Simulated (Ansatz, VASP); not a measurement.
# One calculation of BN, two programs

```
B N
1.0
    -2.54101    0.00000    0.00000
    -1.27051   -2.20058    0.00000
    -1.90576   -1.10029   12.60989
B N
6 6
Cartesian
  -2.5410 -1.4671 2.8882
  -2.5410 -1.4671 7.0915
  -2.5410 -1.4671 11.2948
  -1.2705 -0.7335 0.7866
  -1.2705 -0.7335 4.9899
  -1.2705 -0.7335 9.1932
  -2.5410 -1.4671 1.3142
  -2.5410 -1.4671 5.5175
  -2.5410 -1.4671 9.7208
  -1.2705 -0.7335 11.8225
  -1.2705 -0.7335 3.4159
  -1.2705 -0.7335 7.6192
```

Alike in both runs: task single point; functional PBEsol; k mesh 10 × 10 × 2; occupations gaussian, width 0.05 eV; no spin polarisation.

|  | VASP | Ansatz |
| --- | --- | --- |
| version | VASP 6.6.1 | Ansatz 0.2.0 |
| potentials or method | VASP PAW PBE potentials, release 64 (B, N), cutoff 600 eV | scalar-relativistic, plane waves, PAW |
| valence electrons in the cell | 48 | 48 |

|  | VASP | Ansatz | Ansatz less VASP |
| --- | --- | --- | --- |
| gap on the k mesh at the Fermi level (eV) | 2.61 | 2.61 | +0.004 |
| least direct gap on the mesh (eV) | 3.49 | 3.50 | +0.008 |
| pressure (GPa) | 1.5 | 1.2 | -0.31 |
| traceless stress, the component that is largest in VASP (GPa) | 11.08 | 11.19 | +0.102 |
| rms of the force components (eV/Å) | 0.558 | 0.560 | +0.0022 |

VASP's potentials were made for PBE, not for PBEsol. Atom by atom the forces differ by 0.005 eV/Å (rms over components). The functional is the same, so the differences come from potentials, cutoffs and numerics.
